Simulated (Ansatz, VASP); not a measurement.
LiF: VASP beside Ansatz

The input INCAR:

```
SYSTEM = LiF
PREC = Accurate
ENCUT = 600
EDIFF = 1E-7
ISMEAR = 0
SIGMA = 0.02
LREAL = .False.
LASPH = .True.
NELM = 100
ALGO = Normal
ISIF = 3
LWAVE = .False.
LCHARG = .False.
GGA = PE
IBRION = 2
NSW = 100
EDIFFG = -0.01
```

KPOINTS

```
Automatic mesh
0
Gamma
  8 8 6
  0 0 0
```

The input POSCAR:

```
LiF
1.0
    2.6951643997      0.0000000000      0.0000000000
    0.0000000000      2.6951643997      0.0000000000
    0.0000000000      0.0000000000      4.4634634969
Li F
1 1
Direct
    0.0000000000      0.0000000000      0.0000000000
    0.5000000000      0.5000000000      0.0000000000
```

Input for Ansatz:

```yaml
crystal:
  lattice:
    - [2.6951643997, 0.0, 0.0]
    - [0.0, 2.6951643997, 0.0]
    - [0.0, 0.0, 4.4634634969]
  atoms:
    - { symbol: Li, position: [0.0, 0.0, 0.0] }
    - { symbol: F, position: [0.5, 0.5, 0.0] }
basis:
  ecutwfc: 420
kpoints:
  mp_grid: { grid: [8, 8, 6] }
hamiltonian:
  xc: pbe
scf:
  occupations: { method: gaussian, width: 0.02 }
output:
  forces: true
  stress: true
  eigenvalues: true
relax:
  adjacent_minimum: "off"
  f_tol: 0.01
  max_steps: 80
  cell: { stress_tol: 0.05 }
```

Alike in both runs: task relaxation of cell and atoms; functional PBE; k mesh 8 × 8 × 6; occupations gaussian, width 0.02 eV; no spin polarisation.

|  | VASP | Ansatz |
| --- | --- | --- |
| version | VASP 6.6.1 | Ansatz 0.2.0 |
| potentials or method | VASP PAW PBE potentials, release 64 (Li_sv, F), cutoff 600 eV | scalar-relativistic, plane waves, PAW |
| valence electrons in the cell | 10 | 10 |

Ansatz gave:

| Property | Result |
| --- | --- |
| gap on the k mesh at the Fermi level, each at its own relaxed structure (eV) | 5.77 |
| relaxed volume (Å³/atom) | 16.21 |
| relaxed cell length with the largest relative difference (Å) | 4.463 |

Q: Estimate VASP's values.

A: gap on the k mesh at the Fermi level, each at its own relaxed structure (eV): 5.95; relaxed volume (Å³/atom): 14.07; relaxed cell length with the largest relative difference (Å): 3.895.

One of these differences is far larger than is usual between the two programs; its cause wasn't traced.

Noted on VASP's run: the cutoff is short for stress, so the pressure is rough.
